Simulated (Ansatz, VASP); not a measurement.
**CuI: VASP beside Ansatz**

File INCAR:

```
SYSTEM = CuI
ALGO = Normal ; EDIFF = 1E-8
ENCUT = 520 ; GGA = PE
ISIF = 2 ; ISMEAR = -1
LASPH = .TRUE. ; LCHARG = .FALSE.
LEFG = .TRUE. ; LREAL = .FALSE.
LWAVE = .FALSE. ; NBANDS = 26
NELM = 80 ; PREC = Accurate
SIGMA = 0.02
```

Contents of KPOINTS:

```
k-points
0
G
  5 5 6
  0 0 0
```

File POSCAR:

```
CuI
1.0
    3.7331675900     -3.7110863700      0.0000000000
    3.7331675900      3.7110863700      0.0000000000
    0.0000000000      0.0000000000      4.2208577166
Cu I
2 2
Direct
    0.4204388300      0.5795611700      0.7500000000
    0.5795611700      0.4204388300      0.2500000000
    0.7700426800      0.2299573200      0.7500000000
    0.2299573200      0.7700426800      0.2500000000
```

Input for Ansatz:

```yaml
crystal:
  lattice:
    - [3.73316759, -3.71108637, 0.0]
    - [3.73316759, 3.71108637, 0.0]
    - [0.0, 0.0, 4.2208577166]
  atoms:
    - { symbol: Cu, position: [0.42043883, 0.57956117, 0.75] }
    - { symbol: Cu, position: [0.57956117, 0.42043883, 0.25] }
    - { symbol: I, position: [0.77004268, 0.22995732, 0.75] }
    - { symbol: I, position: [0.22995732, 0.77004268, 0.25] }
kpoints:
  mp_grid: { grid: [5, 5, 6] }
scf:
  occupations: { method: fermi_dirac, width: 0.02 }
hamiltonian:
  xc: pbe
  pseudopotentials: { kind: all_electron, datasets: crystal }
output:
  forces: true
  stress: true
  eigenvalues: true
  efg: { contact_densities: true }
```

Change from the starting cell: zz strain of -2 %, crystal datasets.

Alike in both runs: task electric field gradients; functional PBE; k mesh 5 × 5 × 6; occupations fermi-dirac, width 0.02 eV; no spin polarisation.

|  | VASP | Ansatz |
| --- | --- | --- |
| version | VASP 6.6.1 | Ansatz 0.2.0 |
| potentials or method | VASP PAW PBE potentials, release 64 (Cu, I), cutoff 520 eV | all-electron PAW with datasets made for the crystal, scalar-relativistic |

Ansatz gave:

```
gap on the k mesh at the Fermi level (eV)                     : 1.00
pressure (GPa)                                                : 2.7
traceless stress, the component that is largest in VASP (GPa) : -1.62
rms of the force components (eV/Å)                            : 0.142
size of Vzz on the site where it differs most (V/Å²)          : 409.8
```

Task: What did VASP give for the same quantities?

Result: gap on the k mesh at the Fermi level (eV): 1.01; pressure (GPa): 2.8; traceless stress, the component that is largest in VASP (GPa): -1.68; rms of the force components (eV/Å): 0.146; size of Vzz on the site where it differs most (V/Å²): 395.9.

Atom by atom the forces differ by 0.005 eV/Å (rms over components). Ansatz ran all-electron here, and VASP with PAW potentials.

Neither program's run includes spin-orbit coupling.
